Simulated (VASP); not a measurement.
The system is Bi.

```
Bi
1.0
     6.33961    0.00000    0.00000
     0.00000    6.33961    0.00000
     0.00000    0.00000    6.33961
Bi
8
Direct
  0.00000 0.00000 0.00000
  0.50000 0.50000 0.50000
  0.25000 0.00000 0.50000
  0.75000 0.00000 0.50000
  0.50000 0.25000 0.00000
  0.50000 0.75000 0.00000
  0.00000 0.50000 0.25000
  0.00000 0.50000 0.75000
```

* Program: VASP 6.6.1
* Task: relaxation of cell and atoms
* Functional: RPBE
* Potentials or basis: VASP PAW PBE potentials, release 64 (Bi_d)
* Cutoff: 600 eV
* k mesh: 4 × 4 × 4
* Occupations: fermi-dirac, width 0.1 eV
* Spin: no spin polarisation

At the start: pressure 2.4 GPa; volume 31.85 Å³/atom.

**Question.** Where does the relaxation end?

**Answer.** Over 3 steps the energy falls by 11.5 meV/atom and the volume is 33.42 Å³/atom (+4.9 %); space group Pm-3n (No. 223, to 0.1 Å) before and after.

Step by step:
| step | energy change (eV) | largest force (eV/Å) | pressure (GPa) | volume (Å³) |
| --- | --- | --- | --- | --- |
| 1 | 0.0000 | 0.0000 | 2.44 | 254.79 |
| 2 | -0.0749 | 0.0000 | -0.92 | 273.12 |
| 3 | -0.0916 | 0.0000 | 0.00 | 267.36 |

Final structure:
```cif
data_structure
_symmetry_space_group_name_H-M 'P 1'
_symmetry_Int_Tables_number 1
_cell_length_a 6.4422
_cell_length_b 6.4422
_cell_length_c 6.4422
_cell_angle_alpha 90.000
_cell_angle_beta 90.000
_cell_angle_gamma 90.000
_cell_volume 267.36
loop_
_atom_site_label
_atom_site_type_symbol
_atom_site_fract_x
_atom_site_fract_y
_atom_site_fract_z
_atom_site_occupancy
Bi1 Bi 0.00000 0.00000 0.00000 1
Bi2 Bi 0.50000 0.50000 0.50000 1
Bi3 Bi 0.25000 0.00000 0.50000 1
Bi4 Bi 0.75000 0.00000 0.50000 1
Bi5 Bi 0.50000 0.25000 0.00000 1
Bi6 Bi 0.50000 0.75000 0.00000 1
Bi7 Bi 0.00000 0.50000 0.25000 1
Bi8 Bi 0.00000 0.50000 0.75000 1
```

Caveat: the PAW data sets were made with another functional, which shifts forces and pressure a little.
